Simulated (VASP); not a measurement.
# AlNi (Pm-3m) in VASP: a series of runs

AlNi is run at these levels: PBE+D3(BJ); tasks: single point.

Everything below comes from runs of VASP 6.6.1. Logs are shortened: lines on timing, memory, paths and dates and some standing lists are left out, and cuts for length are marked.

**1. The cell of the first run**

It takes space group Pm-3m (No. 221, cubic). Conventional cell: a = 2.857 Å, b = 2.857 Å, c = 2.857 Å, α = 90.00°, β = 90.00°, γ = 90.00°. Al (site symmetry m-3m) has 8 Ni at 2.47 Å and 6 Al at 2.86 Å within 3.3 Å. Within 3.3 Å of Ni (site symmetry m-3m) lie 8 Al at 2.47 Å and 6 Ni at 2.86 Å.

**2. Single point, PBE+D3(BJ)**

Contents of INCAR:

```
PREC     = Accurate       # precision mode
ENCUT    = 520            # plane-wave cutoff, eV
EDIFF    = 1E-7           # SCF threshold, eV
ISMEAR   = 0              # smearing method
SIGMA    = 0.1            # smearing width, eV
LREAL    = False          # projectors in reciprocal space
LASPH    = True           # aspherical terms in the spheres
NELM     = 60             # most SCF steps
ALGO     = Normal         # electronic algorithm
ISIF     = 2              # what is computed and relaxed
LWAVE    = False          # write WAVECAR
LCHARG   = False          # write CHGCAR
GGA      = PE             # functional
IVDW     = 12             # dispersion correction
NBANDS   = 14             # bands
```

Contents of KPOINTS:

```
regular mesh
0
Gamma
  14 14 14
```

Contents of POSCAR:

```
AlNi
1.0
    2.8574230045      0.0000000000      0.0000000000
    0.0000000000      2.8574230045      0.0000000000
    0.0000000000      0.0000000000      2.8574230045
Al Ni
1 1
Direct
    0.0000000000      0.0000000000      0.0000000000
    0.5000000000      0.5000000000      0.5000000000
```

Potentials or basis: VASP PAW PBE potentials, release 64 (Al, Ni).

Command:

```sh
$ cat potpaw_PBE.64/Al/POTCAR potpaw_PBE.64/Ni/POTCAR > POTCAR
$ mpirun -np 1 vasp_std > vasp.out
```

OUTCAR:

```text
PREC = Accurate
   ENCUT = 520
   EDIFF = 1E-7
   ISMEAR = 0
   LREAL = False
   LASPH = True
   NELM = 60
   ISIF = 2
   GGA = PE
   IVDW = 12
 IVDW          = 12

 ion  position               nearest neighbor table
   1  0.000  0.000  0.000-   2 2.47   2 2.47   2 2.47   2 2.47   2 2.47   2 2.47   2 2.47   2 2.47

   2  0.500  0.500  0.500-   1 2.47   1 2.47   1 2.47   1 2.47   1 2.47   1 2.47   1 2.47   1 2.47

  LATTYP: Found a simple cubic cell.
 ALAT       =     2.8574230045

  Lattice vectors:

 A1 = (   2.8574230045,   0.0000000000,   0.0000000000)
 A2 = (   0.0000000000,   2.8574230045,   0.0000000000)
 A3 = (   0.0000000000,   0.0000000000,   2.8574230045)

Analysis of symmetry for initial positions (statically):
=====================================================================
 Subroutine PRICEL returns:
 Original cell was already a primitive cell.

 Routine SETGRP: Setting up the symmetry group for a
 simple cubic supercell.

 Subroutine GETGRP returns: Found 48 space group operations
 (whereof 48 operations were pure point group operations)
 out of a pool of 48 trial point group operations.

The static configuration has the point symmetry O_h .

Analysis of symmetry for dynamics (positions and initial velocities):
=====================================================================
 Subroutine PRICEL returns:
 Original cell was already a primitive cell.

 Routine SETGRP: Setting up the symmetry group for a
 simple cubic supercell.

 Subroutine GETGRP returns: Found 48 space group operations
 (whereof 48 operations were pure point group operations)
 out of a pool of 48 trial point group operations.

The dynamic configuration has the point symmetry O_h .

 Subroutine INISYM returns: Found 48 space group operations
 (whereof 48 operations are pure point group operations),
 and found     1 'primitive' translations

----------------------------------------------------------------------------------------

                                     Primitive cell

  volume of cell :      23.3305

  direct lattice vectors                    reciprocal lattice vectors
     2.857423005  0.000000000  0.000000000     0.349965685  0.000000000  0.000000000
     0.000000000  2.857423005  0.000000000     0.000000000  0.349965685  0.000000000
     0.000000000  0.000000000  2.857423005     0.000000000  0.000000000  0.349965685

  length of vectors
     2.857423005  2.857423005  2.857423005     0.349965685  0.349965685  0.349965685

  position of ions in fractional coordinates (direct lattice)
     0.000000000  0.000000000  0.000000000
     0.500000000  0.500000000  0.500000000

  ion indices of the primitive-cell ions
   primitive index   ion index
                 1           1
                 2           2

----------------------------------------------------------------------------------------

 KPOINTS: regular mesh

Automatic generation of k-mesh.
 Grid dimensions read from file:
 generate k-points for:   14   14   14

 Generating k-lattice:

  Cartesian coordinates                     Fractional coordinates (reciprocal lattice)
     0.024997549  0.000000000  0.000000000     0.071428571  0.000000000  0.000000000
     0.000000000  0.024997549  0.000000000     0.000000000  0.071428571  0.000000000
     0.000000000  0.000000000  0.024997549     0.000000000  0.000000000  0.071428571

  Length of vectors
     0.024997549  0.024997549  0.024997549

  Shift w.r.t. Gamma in fractional coordinates (k-lattice)
     0.000000000  0.000000000  0.000000000

 Subroutine IBZKPT returns following result:
 ===========================================

 Found    120 irreducible k-points:

 Following reciprocal coordinates:
            Coordinates               Weight
  0.000000  0.000000  0.000000      1.000000
  0.071429  0.000000  0.000000      6.000000
  0.142857  0.000000  0.000000      6.000000
  0.214286  0.000000  0.000000      6.000000
  0.285714  0.000000  0.000000      6.000000
  0.357143  0.000000  0.000000      6.000000
[... 16 lines left out ...]
  0.285714  0.214286  0.000000     24.000000
  0.357143  0.214286  0.000000     24.000000
 [... further k-points ...]
   k-points           NKPTS =    120   k-points in BZ     NKDIM =    120   number of bands    NBANDS=     14
   number of dos      NEDOS =    301   number of ions     NIONS =      2
   total plane-waves  NPLWV =  13824
   dimension x,y,z NGX =    24 NGY =   24 NGZ =   24
   dimension x,y,z NGXF=    48 NGYF=   48 NGZF=   48
   ions per type =               1   1
   NGX,Y,Z   is equivalent  to a cutoff of  13.96, 13.96, 13.96 a.u.
   NGXF,Y,Z  is equivalent  to a cutoff of  27.93, 27.93, 27.93 a.u.
 SYSTEM =  unknown system
   PREC   = accura    normal or accurate (medium, high low for compatibility)
   ISTART =      0    job   : 0-new  1-cont  2-samecut
   ICHARG =      2    charge: 1-file 2-atom 10-const
   ISPIN  =      1    spin polarized calculation?
   LNONCOLLINEAR =      F non collinear calculations
   LSORBIT =      F    spin-orbit coupling
   LASPH  =      T    aspherical Exc in radial PAW
   ENCUT  =  520.0 eV  38.22 Ry    6.18 a.u.   5.31  5.31  5.31*2*pi/ulx,y,z
   NELM   =     60;   NELMIN=  2; NELMDL= -5     # of ELM steps
   EDIFF  = 0.1E-06   stopping-criterion for ELM
   LREAL  =      F    real-space projection
   EDIFFG = 0.1E-05   stopping-criterion for IOM
   NSW    =      0    number of steps for IOM
   IBRION =     -1    ionic relax: 0-MD 1-quasi-New 2-CG
   NFREE  =      0    steps in history (QN), initial steepest desc. (CG)
   ISIF   =      2    stress and relaxation
   ISYM   =      2    0-nonsym 1-usesym 2-fastsym
   POTIM  = 0.5000    time-step for ionic-motion
   TEBEG  =    0.0;   TEEND  =   0.0 temperature during run
   PSTRESS=    0.0 pullay stress
   NELECT =      13.0000    total number of electrons
   NUPDOWN=      -1.0000    fix difference up-down
   EMIN   =  10.00;   EMAX   =-10.00  energy-range for DOS
   EFERMI =   0.00;   METHOD = LEGACY
   ISMEAR =     0;   SIGMA  =   0.10  broadening in eV -4-tet -1-fermi 0-gaus
   EFERMI_NEDOS =   21; number of points for ismear=-14 and -15
   IALGO  =     38    algorithm
   IMIX   =      4    mixing-type and parameters
     AMIX     =   0.40;   BMIX     =  1.00
     AMIX_MAG =   1.60;   BMIX_MAG =  1.00
  volume/ion in A,a.u.               =      11.67        78.72
  Fermi-wavevector in a.u.,A,eV,Ry     =   1.347146  2.545737 24.691894  1.814803
  Thomas-Fermi vector in A             =   2.474921
   LORBIT       =      0    0 simple, 1 ext, 2 COOP (PROOUT), +10 PAW based schemes
   GGA     = PE    functional components
   LHFCALC =     F    Hartree Fock is set to
   AEXX    =    0.0000 exact exchange contribution
   IVDW    =    12    specifies the selected vdW correction
   LEPSILON=     F    determine dielectric tensor
   LRPA    =     F    only Hartree local field effects (RPA)
 non-spin polarized calculation
 Gauss-broadening in eV      SIGMA  =   0.10
  energy-cutoff  :      520.00
  volume of cell :       23.33
 maximum number of plane-waves:       651
 NGX is ok and might be reduce to    24
   NGX = 11   NGY = 11   NGZ = 11

 number of electron      13.0000008 magnetization

 Free energy of the ion-electron system (eV)
  ---------------------------------------------------
  ext. energy  EPLUGINS =         0.00000000
  ---------------------------------------------------
  free energy    TOTEN  =       -10.52224502 eV

  energy without entropy =      -10.51717664  energy(sigma->0) =      -10.51971083

 E-fermi :  10.3245     XC(G=0): -12.1672

 val. band max:       10.3169802447   @ k =   0.3571   0.2143   0.0714
 cond. band min:      10.3261432018   @ k =   0.3571   0.1429   0.1429
 fundamental gap:      0.0091629571
 Fermi energy:        10.3245170983

 k-point     1 :       0.0000    0.0000    0.0000
  band No.  band energies     occupation
      1      -0.9638      2.00000
      2       7.0095      2.00000
      3       7.0095      2.00000
      4       8.7630      2.00000
      5       8.7630      2.00000
      6       8.7630      2.00000
      7      15.9610      0.00000
      8      15.9610      0.00000
      9      15.9610      0.00000
     10      18.5604      0.00000
     11      18.5604      0.00000
     12      24.5452      0.00000
     13      31.5723      0.00000
     14      31.5723      0.00000

 k-point     2 :       0.0714    0.0000    0.0000
  band No.  band energies     occupation
      1      -0.8682      2.00000
      2       7.0029      2.00000
      3       7.0325      2.00000
      4       8.7208      2.00000
      5       8.7208      2.00000
      6       8.7675      2.00000
      7      14.9627      0.00000
      8      16.0875      0.00000
      9      16.0875      0.00000
     10      18.5643      0.00000
     11      19.4680      0.00000
     12      24.8739      0.00000
     13      30.4925      0.00000
     14      30.4925      0.00000

 k-point     3 :       0.1429    0.0000    0.0000
  band No.  band energies     occupation
      1      -0.5826      2.00000
      2       6.9586      2.00000
      3       7.0975      2.00000
      4       8.6070      2.00000
      5       8.6070      2.00000
      6       8.7801      2.00000
      7      13.3419      0.00000
      8      16.4548      0.00000
      9      16.4548      0.00000
     10      18.5756      0.00000
     11      20.7722      0.00000
     12      25.9183      0.00000
     13      28.7383      0.00000
     14      28.7383      0.00000
[... 324 lines left out ...]
 k-point    23 :       0.2857    0.2143    0.0000
  band No.  band energies     occupation
      1       1.3413      2.00000
      2       6.6853      2.00000
      3       7.2313      2.00000
      4       8.0064      2.00000
      5       8.3419      2.00000
      6       8.5445      2.00000
      7      11.0709      0.00000
      8      13.5418      0.00000
      9      18.7893      0.00000
     10      19.3554      0.00000
     11      22.1295      0.00000
     12      25.9022      0.00000
     13      26.4183      0.00000
     14      27.9733      0.00000

 k-point    24 :       0.3571    0.2143    0.0000
  band No.  band energies     occupation
      1       2.1207      2.00000
      2       6.0101      2.00000
      3       7.4066      2.00000
      4       7.9598      2.00000
      5       8.2173      2.00000
      6       8.5651      2.00000
      7      10.2523      1.69273
      8      14.1781      0.00000
      9      18.2884      0.00000
     10      19.6671      0.00000
     11      22.0934      0.00000
     12      24.4239      0.00000
     13      26.6907      0.00000
     14      28.2266      0.00000

 [... further k-points ...]

------------------------ aborting loop because EDIFF is reached ----------------------------------------

 Edisp (eV)   -0.90879

 E8    (eV) :    -0.4007

  FORCE on cell =-STRESS in cart. coord.  units (eV):
  Direction    XX          YY          ZZ          XY          YZ          ZX
  --------------------------------------------------------------------------------------
  -------------------------------------------------------------------------------------
  Total      -0.00683    -0.00683    -0.00683     0.00000     0.00000    -0.00000
  in kB      -0.46925    -0.46925    -0.46925     0.00000     0.00000    -0.00000
  external pressure =       -0.47 kB  Pullay stress =        0.00 kB

 VOLUME and BASIS-vectors are now :
 -----------------------------------------------------------------------------
  energy-cutoff  :      520.00
  volume of cell :       23.33
      direct lattice vectors                 reciprocal lattice vectors
     2.857423005  0.000000000  0.000000000     0.349965685  0.000000000  0.000000000
     0.000000000  2.857423005  0.000000000     0.000000000  0.349965685  0.000000000
     0.000000000  0.000000000  2.857423005     0.000000000  0.000000000  0.349965685

 POSITION                                       TOTAL-FORCE (eV/Angst)
 -----------------------------------------------------------------------------------
      0.00000      0.00000      0.00000         0.000000      0.000000      0.000000
      1.42871      1.42871      1.42871         0.000000      0.000000      0.000000
 -----------------------------------------------------------------------------------
    total drift:                                0.000000      0.000000     -0.000000

  FREE ENERGIE OF THE ION-ELECTRON SYSTEM (eV)
  ---------------------------------------------------
  free  energy   TOTEN  =       -11.4310370429 eV

  energy  without entropy=      -11.4259686628  energy(sigma->0) =      -11.42850285
```

Run time: 21 s. Hardware: 1 thread of AMD EPYC 9R45 (Zen 5), shared host; peak memory 0.15 GiB.

What came out:

| Quantity | Value |
| --- | --- |
| Free energy | -11.4310 eV |
| Pressure | 0.0 GPa |
| Dispersion energy per atom | -0.454 eV |

Levels at points of the mesh, in eV from the Fermi level:
```
           k point  band 4  band 5  band 6  band 7  band 8  band 9  band 10  band 11
(0.00, 0.00, 0.00)   -1.56   -1.56   -1.56    5.64    5.64    5.64     8.24     8.24
(0.50, 0.00, 0.00)   -2.29   -2.29   -1.47   -0.63    8.34   10.17    10.17    11.16
(0.50, 0.50, 0.00)   -2.92   -2.11   -2.11   -1.01    1.56    2.62    12.58    15.36
(0.50, 0.50, 0.50)   -0.98   -0.98    2.01    2.01    2.01    3.94     4.58     4.58
```

Caveat: pairwise dispersion overbinds metals, which lowers pressure and volume.

**3. Single point, PBE+D3(BJ)**

This run uses another cell than the first one, of 11.96 Å³/atom, 1.025 times its volume.

Contents of INCAR:

```
PREC = Accurate
ENCUT = 520
EDIFF = 1E-7
ISMEAR = 0
SIGMA = 0.1
LREAL = F
LASPH = T
NELM = 80
ALGO = Fast
ISIF = 2
LWAVE = F
LCHARG = F
GGA = PE
IVDW = 12
NBANDS = 14
```

Contents of KPOINTS:

```
Automatic mesh
0
Gamma
  6 6 6
```

Contents of POSCAR:

```
AlNi
1.0
    2.8810000000      0.0000000000      0.0000000000
    0.0000000000      2.8810000000      0.0000000000
    0.0000000000      0.0000000000      2.8810000000
Al Ni
1 1
Direct
    0.0000000000      0.0000000000      0.0000000000
    0.5000000000      0.5000000000      0.5000000000
```

Potentials or basis: VASP PAW PBE potentials, release 64 (Al, Ni).

Command:

```sh
$ cat potpaw_PBE.64/Al/POTCAR potpaw_PBE.64/Ni/POTCAR > POTCAR
$ mpirun -np 1 vasp_std > vasp.out
```

Run time: 9.9 s. Hardware: 1 thread of Intel Xeon Platinum 8375C at 2.90GHz (Ice Lake), shared host; peak memory 0.14 GiB.

The run converged. Its results:

```yaml
Free_energy: -11.3969 eV
Pressure: -4.0 GPa
Dispersion_energy_per_atom: -0.443 eV
```

Levels at points of the mesh, in eV from the Fermi level:
| k point | band 5 | band 6 | band 7 | band 8 | band 9 | band 10 |
| --- | --- | --- | --- | --- | --- | --- |
| (0.00, 0.00, 0.00) | -1.60 | -1.60 | 5.46 | 5.46 | 5.46 | 8.08 |
| (0.50, 0.00, 0.00) | -2.30 | -1.51 | -0.70 | 8.25 | 9.98 | 9.98 |
| (0.50, 0.50, 0.00) | -2.13 | -2.13 | -1.07 | 1.43 | 2.42 | 12.24 |
| (0.50, 0.50, 0.50) | -1.04 | 1.97 | 1.97 | 1.97 | 3.66 | 4.40 |

Caveat: the k points lie up to 0.36 Å⁻¹ apart; pairwise dispersion overbinds metals, which lowers pressure and volume. Spin polarisation is off, so any magnetic state and its effect on volume and gap are missing.
